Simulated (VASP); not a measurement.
Wanted: the native input for a VASP 6.6.1 run.

| Item | Value |
| --- | --- |
| Task | electric field gradients |
| Functional | PBEsol |
| Potentials or basis | VASP PAW PBE potentials, release 64 (Hg, Te) |
| Cutoff | 520 eV |
| k mesh | 12 × 12 × 12 |
| Occupations | fermi-dirac, width 0.08 eV |
| Spin | no spin polarisation |
| Dipole correction | no |
| Further INCAR settings | ALGO = Normal; EDIFF = 1e-08; NBANDS = 16 |

The structure of HgTe lies in POSCAR:

```
HgTe
1.0
    0.0000000000      2.9787988607      2.9787988607
    2.9787988607      0.0000000000      2.9787988607
    2.9787988607      2.9787988607      0.0000000000
Hg Te
1 1
Direct
    0.0000000000      0.0000000000      0.0000000000
    0.5000000000      0.5000000000      0.5000000000
```

These files were run (other wordings do the same):

INCAR

```
SYSTEM = HgTe
PREC = Accurate ; ENCUT = 520
EDIFF = 1E-8 ; ISMEAR = -1
SIGMA = 0.08 ; LREAL = .FALSE.
LASPH = .TRUE. ; NELM = 80
ALGO = Normal ; ISIF = 2
LWAVE = .FALSE. ; LCHARG = .FALSE.
GGA = PS ; LEFG = .TRUE.
NBANDS = 16
```

KPOINTS

```
Automatic mesh
0
G
  12 12 12
  0 0 0
```

Potentials or basis: VASP PAW PBE potentials, release 64 (Hg, Te).

Run with:

```console
$ cat potpaw_PBE.64/Hg/POTCAR potpaw_PBE.64/Te/POTCAR > POTCAR
$ mpirun -np 1 vasp_std > vasp.out
```

It gave:

```yaml
Pressure: 1.8 GPa
Band_gap_on_the_k_mesh: zero (bands 9 and 10 overlap by 2.93 eV)
Largest_electric_field_gradient_by_atom: under 0.05 V/Å² on every atom
```

Caveat: the PAW data sets were made with another functional, which shifts forces and pressure a little; spin-orbit coupling is left out, which moves the levels of the heavy elements.

Run time: 41 s on 1 thread of Intel Xeon 8259CL, with other jobs on the host, peak memory 0.22 GiB.
